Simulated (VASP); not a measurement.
# GaP (klda) (F-43m) in VASP: vibrations by perturbation theory with LDA

Aim: the vibrations by perturbation theory of GaP (klda) with LDA.

Program: VASP 6.6.1. These are calculated values, not measurements. Logs are shortened: lines on timing, memory, paths and dates and some standing lists are left out, and cuts for length are marked.

## Step 1: The cell of the first run

Symmetry: F-43m, No. 216, cubic system. The conventional cell has a = 5.391 Å, b = 5.391 Å, c = 5.391 Å, α = 90.00°, β = 90.00°, γ = 90.00°. Within 3.1 Å of Ga (site symmetry -43m) lie 4 P at 2.33 Å. P (site symmetry -43m) has 4 Ga at 2.33 Å within 3.1 Å.

## Step 2: Vibrations by perturbation theory, LDA

The input, INCAR:

```
ALGO = Normal
EDIFF = 1E-8
ENCUT = 520
IBRION = 8
ISIF = 2
ISMEAR = 0
LASPH = T
LCHARG = F
LEPSILON = T
LREAL = F
LWAVE = F
NBANDS = 16
NELM = 80
NSW = 1
PREC = Accurate
SIGMA = 0.01
```

The input, KPOINTS:

```
k-points
0
Gamma
  8 8 8
```

The input, POSCAR:

```
GaP
1.0
    0.0000000000      2.6957094396      2.6957094396
    2.6957094396      0.0000000000      2.6957094396
    2.6957094396      2.6957094396      0.0000000000
Ga P
1 1
Direct
    0.0000000000      0.0000000000      0.0000000000
    0.7500000000      0.7500000000      0.7500000000
```

Potentials or basis: VASP PAW LDA potentials, release 64 (Ga_d, P).

Started as:

```sh
> cat potpaw_LDA.64/Ga_d/POTCAR potpaw_LDA.64/P/POTCAR > POTCAR
> mpirun -np 1 vasp_std > vasp.out
```

OUTCAR:

```text
EDIFF = 1E-8
   ENCUT = 520
   IBRION = 8
   ISIF = 2
   ISMEAR = 0
   LASPH = T
   LEPSILON = T
   LREAL = F
   NELM = 80
   NSW = 1
   PREC = Accurate

 ion  position               nearest neighbor table
   1  0.000  0.000  0.000-   2 2.33   2 2.33   2 2.33   2 2.33
   2  0.750  0.750  0.750-   1 2.33   1 2.33   1 2.33   1 2.33

  LATTYP: Found a face centered cubic cell.
 ALAT       =     5.3914188792

  Lattice vectors:

 A1 = (   0.0000000000,   2.6957094396,   2.6957094396)
 A2 = (   2.6957094396,   0.0000000000,   2.6957094396)
 A3 = (   2.6957094396,   2.6957094396,   0.0000000000)

Analysis of symmetry for initial positions (statically):
=====================================================================
 Subroutine PRICEL returns:
 Original cell was already a primitive cell.

 Routine SETGRP: Setting up the symmetry group for a
 face centered cubic supercell.

 Subroutine GETGRP returns: Found 24 space group operations
 (whereof 24 operations were pure point group operations)
 out of a pool of 48 trial point group operations.

The static configuration has the point symmetry T_d .

Analysis of symmetry for dynamics (positions and initial velocities):
=====================================================================
 Subroutine PRICEL returns:
 Original cell was already a primitive cell.

 Routine SETGRP: Setting up the symmetry group for a
 face centered cubic supercell.

 Subroutine GETGRP returns: Found 24 space group operations
 (whereof 24 operations were pure point group operations)
 out of a pool of 48 trial point group operations.

The dynamic configuration has the point symmetry T_d .

 Subroutine INISYM returns: Found 24 space group operations
 (whereof 24 operations are pure point group operations),
 and found     1 'primitive' translations

----------------------------------------------------------------------------------------

                                     Primitive cell

  volume of cell :      39.1786

  direct lattice vectors                    reciprocal lattice vectors
     0.000000000  2.695709440  2.695709440    -0.185479931  0.185479931  0.185479931
     2.695709440  0.000000000  2.695709440     0.185479931 -0.185479931  0.185479931
     2.695709440  2.695709440  0.000000000     0.185479931  0.185479931 -0.185479931

  length of vectors
     3.812308850  3.812308850  3.812308850     0.321260664  0.321260664  0.321260664

  position of ions in fractional coordinates (direct lattice)
     0.000000000  0.000000000  0.000000000
     0.750000000  0.750000000  0.750000000

  ion indices of the primitive-cell ions
   primitive index   ion index
                 1           1
                 2           2

----------------------------------------------------------------------------------------

 KPOINTS: k-points

Automatic generation of k-mesh.
 Grid dimensions read from file:
 generate k-points for:    8    8    8

 Generating k-lattice:

  Cartesian coordinates                     Fractional coordinates (reciprocal lattice)
    -0.023184991  0.023184991  0.023184991     0.125000000  0.000000000  0.000000000
     0.023184991 -0.023184991  0.023184991     0.000000000  0.125000000  0.000000000
     0.023184991  0.023184991 -0.023184991     0.000000000  0.000000000  0.125000000

  Length of vectors
     0.040157583  0.040157583  0.040157583

  Shift w.r.t. Gamma in fractional coordinates (k-lattice)
     0.000000000  0.000000000  0.000000000

 Subroutine IBZKPT returns following result:
 ===========================================

 Found     29 irreducible k-points:

 Following reciprocal coordinates:
            Coordinates               Weight
  0.000000  0.000000  0.000000      1.000000
  0.125000  0.000000  0.000000      8.000000
  0.250000  0.000000  0.000000      8.000000
[... 557 lines left out ...]
  energy-cutoff  :      520.00
  volume of cell :       39.18
      direct lattice vectors                 reciprocal lattice vectors
     0.000000000  2.695709440  2.695709440    -0.185479931  0.185479931  0.185479931
     2.695709440  0.000000000  2.695709440     0.185479931 -0.185479931  0.185479931
     2.695709440  2.695709440  0.000000000     0.185479931  0.185479931 -0.185479931

 POSITION                                       TOTAL-FORCE (eV/Angst)
 -----------------------------------------------------------------------------------
      0.00000      0.00000      0.00000        -0.000000      0.000000     -0.000000
      4.04356      4.04356      4.04356         0.000000     -0.000000      0.000000
 -----------------------------------------------------------------------------------
    total drift:                               -0.000000     -0.000000     -0.000000

  FREE ENERGIE OF THE ION-ELECTRON SYSTEM (eV)
  ---------------------------------------------------
  free  energy   TOTEN  =       -10.4507685099 eV

  energy  without entropy=      -10.4507685099  energy(sigma->0) =      -10.45076851

 HEAD OF MICROSCOPIC STATIC DIELECTRIC TENSOR (INDEPENDENT PARTICLE, excluding Hartree and local field effects)
 ------------------------------------------------------
          12.183170    -0.000000    -0.000000
           0.000000    12.183170     0.000000
          -0.000000     0.000000    12.183170
 ------------------------------------------------------

 Free energy of the ion-electron system (eV)
  ---------------------------------------------------
  ---------------------------------------------------
  free energy    TOTEN  =        -1.19323948 eV

  energy without entropy =       -1.19323948

------------------------ aborting loop because EDIFF is reached ----------------------------------------

--------------------------------------- Ionic step        2  -------------------------------------------

------------------------ aborting loop because EDIFF is reached ----------------------------------------

--------------------------------------- Ionic step        3  -------------------------------------------

------------------------ aborting loop because EDIFF is reached ----------------------------------------

 PIEZOELECTRIC TENSOR FIELD DIRECTION 3  (e Angst)
 -----------------------------------------------------------------------------
    -0.00022  1.92752  0.00000           (  0.00000  0.03836  0.00000)
     1.92752 -0.00022  0.00000           (  0.03836  0.00000  0.00000)
     0.00000  0.00000 -0.00135           (  0.00000  0.00000  0.00000)

 PIEZOELECTRIC TENSOR FIELD DIRECTION 3  (C/m^2)
 -----------------------------------------------------------------------------
    -0.00009  0.78825  0.00000
     0.78825 -0.00009  0.00000
     0.00000  0.00000 -0.00055

--------------------------------------- Ionic step        4  -------------------------------------------

------------------------ aborting loop because EDIFF is reached ----------------------------------------

[... ionic steps 5 to 6 ...]

--------------------------------------- Ionic step        7  -------------------------------------------

 Free energy of the ion-electron system (eV)
  ---------------------------------------------------
  ---------------------------------------------------
  free energy    TOTEN  =        -0.04766929 eV

  energy without entropy =       -0.04766929

------------------------ aborting loop because EDIFF is reached ----------------------------------------

 INTERNAL STRAIN TENSOR  FOR ION    2  DIRECTION 1   (eV/Angst):
 -----------------------------------------------------------------------------
    -0.01290  0.00000  0.00000
     0.00000  0.00868  7.74762
     0.00000  7.74762  0.00868

 MACROSCOPIC STATIC DIELECTRIC TENSOR (including local field effects in DFT)
 ------------------------------------------------------
          11.462558     0.000000    -0.000000
          -0.000000    11.462558    -0.000000
           0.000000     0.000000    11.462558
 ------------------------------------------------------

 PIEZOELECTRIC TENSOR (including local field effects)  for field in x, y, z        (e  Angst)
          XX          YY          ZZ          XY          YZ          ZX
  --------------------------------------------------------------------------------
  x     0.00000    -0.00000    -0.00000     0.00000     1.93520     0.00000
  y     0.00000    -0.00000     0.00000     0.00000     0.00000     1.93520
  z    -0.00000    -0.00000    -0.00000     1.93520     0.00000     0.00000

 PIEZOELECTRIC TENSOR (including local field effects)  for field in x, y, z        (C/m^2)
          XX          YY          ZZ          XY          YZ          ZX
  --------------------------------------------------------------------------------
  x     0.00000    -0.00000    -0.00000     0.00000     0.79138     0.00000
  y     0.00000    -0.00000     0.00000     0.00000     0.00000     0.79138
  z    -0.00000    -0.00000    -0.00000     0.79138     0.00000     0.00000

 BORN EFFECTIVE CHARGES (including local field effects) (in |e|, cummulative output)
 ---------------------------------------------------------------------------------
 ion    1
    1     2.12101     0.00000     0.00000
    2    -0.00000     2.12101    -0.00000
    3     0.00000    -0.00000     2.12101
 ion    2
    1    -2.12101    -0.00000    -0.00000
    2     0.00000    -2.12101     0.00000
    3    -0.00000     0.00000    -2.12101

 INTERNAL STRAIN TENSOR FOR ION    2 for displacements in x,y,z  (eV/Angst):
          X           Y           Z          XY          YZ          ZX
  --------------------------------------------------------------------------------
  x    -0.00000     0.00000     0.00000     0.00000     7.74762     0.00000
  y     0.00000    -0.00000     0.00000     0.00000     0.00000     7.74762
  z     0.00000     0.00000    -0.00000     7.74762     0.00000     0.00000

 SECOND DERIVATIVES (NOT SYMMETRIZED)
 ------------------------------------
               1X          1Y          1Z          2X          2Y          2Z
  1X   -10.507071    0.000000    0.000000   10.507071    0.000000    0.000000
  1Y     0.000000  -10.507071    0.000000    0.000000   10.507071    0.000000
  1Z     0.000000    0.000000  -10.507071    0.000000    0.000000   10.507071
  2X    10.499902    0.000000    0.000000  -10.499902    0.000000    0.000000
  2Y     0.000000   10.499902    0.000000    0.000000  -10.499902    0.000000
  2Z     0.000000    0.000000   10.499902    0.000000    0.000000  -10.499902

 Eigenvectors and eigenvalues of the dynamical matrix
 ----------------------------------------------------

   1 f  =   10.939829 THz    68.736973 2PiTHz  364.913415 cm-1    45.243477 meV
             X         Y         Z           dx          dy          dz
      0.000000  0.000000  0.000000     0.000000    0.554744    0.000000
      4.043564  4.043564  4.043564     0.000000   -0.832021    0.000000
[... 21 lines left out ...]
   6 f/i=    0.001723 THz     0.010827 2PiTHz    0.057479 cm-1     0.007127 meV
             X         Y         Z           dx          dy          dz
      0.000000  0.000000  0.000000     0.000000    0.000000    0.832021
      4.043564  4.043564  4.043564     0.000000    0.000000    0.554744

--------------------------------------------------------------------------------------------------------

 MACROSCOPIC STATIC DIELECTRIC TENSOR IONIC CONTRIBUTION
 ------------------------------------------------------
           1.978192     0.000000     0.000000
           0.000000     1.978192    -0.000000
           0.000000    -0.000000     1.978192
 ------------------------------------------------------

 ELASTIC MODULI CONTR FROM IONIC RELAXATION (kBar)
 Direction    XX          YY          ZZ          XY          YZ          ZX
 --------------------------------------------------------------------------------
 XX          -0.0000      0.0000      0.0000     -0.0000      0.0000     -0.0000
 YY           0.0000     -0.0000     -0.0000     -0.0000     -0.0000      0.0000
 ZZ           0.0000     -0.0000     -0.0000      0.0000     -0.0000     -0.0000
 XY          -0.0000     -0.0000      0.0000   -231.4680      0.0000      0.0000
 YZ           0.0000     -0.0000     -0.0000      0.0000   -231.4680      0.0000
 ZX          -0.0000      0.0000     -0.0000      0.0000      0.0000   -231.4680
 --------------------------------------------------------------------------------

 PIEZOELECTRIC TENSOR IONIC CONTR  for field in x, y, z        (C/m^2)
          XX          YY          ZZ          XY          YZ          ZX
  --------------------------------------------------------------------------------
  x     0.00000    -0.00000    -0.00000    -0.00000    -0.63673    -0.00000
  y    -0.00000     0.00000    -0.00000     0.00000     0.00000    -0.63673
  z    -0.00000    -0.00000     0.00000    -0.63673    -0.00000     0.00000
```

Wall time 12 min (1 thread of AMD EPYC 7R43 (Zen 3), shared host); peak memory 0.23 GiB.

Results:

| Item | Value |
| --- | --- |
| Electronic dielectric tensor (diagonal) | 11.46 |
| Born charges (mean of the diagonal) | Ga +2.12; P -2.12 e |
| Highest phonon frequency at Γ, LO-TO splitting left out | 365 cm⁻¹ |

Phonon frequencies in cm⁻¹ (negative: imaginary):
```csv
q point,frequencies
"(0.000, 0.000, 0.000)",0 0 0 365 365 365
```

Electronic dielectric tensor:
```
11.46  0.00  0.00
 0.00 11.46  0.00
 0.00  0.00 11.46
```

Born effective charge tensors (e):
atom 1, Ga
```
2.12 0.00 0.00
0.00 2.12 0.00
0.00 0.00 2.12
```
atom 2, P
```
-2.12  0.00  0.00
 0.00 -2.12  0.00
 0.00  0.00 -2.12
```
